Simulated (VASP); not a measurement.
Here is a VASP 6.6.1 calculation.

The input INCAR:

```
PREC = Accurate ; ENCUT = 520
EDIFF = 1E-7 ; ISMEAR = -1
SIGMA = 0.1 ; LREAL = F
LASPH = T ; NELM = 60
ALGO = Normal ; ISIF = 2
LWAVE = F ; LCHARG = T
GGA = PE ; LELF = T
LVHAR = T ; NBANDS = 12
```

The input KPOINTS:

```
regular mesh
0
Gamma
  8 8 5
```

The input POSCAR:

```
Sb
1.0
    3.2547575737      0.0000000000      0.0000000000
   -1.6273787868      2.8187027420      0.0000000000
    0.0000000000      0.0000000000      5.2489036621
Sb
2
Direct
    0.3333333333      0.6666666667      0.2500000000
    0.6666666667      0.3333333333      0.7500000000
```

Potentials or basis: VASP PAW PBE potentials, release 64 (Sb).

Run with:

```sh
$ cat potpaw_PBE.64/Sb/POTCAR > POTCAR
$ mpirun -np 1 vasp_std > vasp.out
```

(1) What does it give for the pressure?

(2) What does it give for the band gap on the k mesh?

Results:

(1) 9.9 GPa.

(2) zero (band 5 reaches 14.68 eV, above the bottom of band 6 at 7.69 eV).

Caveat: spin-orbit coupling is left out, which moves the levels of the heavy elements.
